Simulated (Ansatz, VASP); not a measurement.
**One calculation of Hf, two programs**

```
CELL_PARAMETERS angstrom
0.00000 2.34344 1.85295
2.34344 0.00000 1.85295
2.34344 2.34344 0.00000
ATOMIC_POSITIONS crystal
Hf 0.00000 0.00000 0.00000
```

Change from the starting cell: strain +e along x and -e along y +0.0000, strain +e along z and -e/2 along x and y -0.1500.

Alike in both runs: task single point; functional LDA; k mesh 18 × 18 × 18; occupations gaussian, width 0.15 eV; no spin polarisation.

|  | VASP | Ansatz |
| --- | --- | --- |
| version | VASP 6.6.1 | Ansatz 0.2.0 |
| potentials or method | VASP PAW LDA potentials, release 64 (Hf_pv), cutoff 520 eV | scalar-relativistic, plane waves, PAW |
| valence electrons in the cell | 10 | 26 |

```tsv
	VASP	Ansatz	Ansatz less VASP
gap on the k mesh at the Fermi level (eV)	none	none	-
pressure (GPa)	1.0	0.8	-0.14
traceless stress, the component that is largest in VASP (GPa)	1.83	1.77	-0.066
```

LDA's correlation is that of Perdew and Zunger in VASP and of Perdew and Wang (1992) in Ansatz. A gap of «none» marks a metal or a gap that the smearing closes. VASP's potentials hold 10 valence electrons a cell and Ansatz's 26, so a difference there can come from the potentials and not from the codes.

Neither program's run includes spin-orbit coupling.
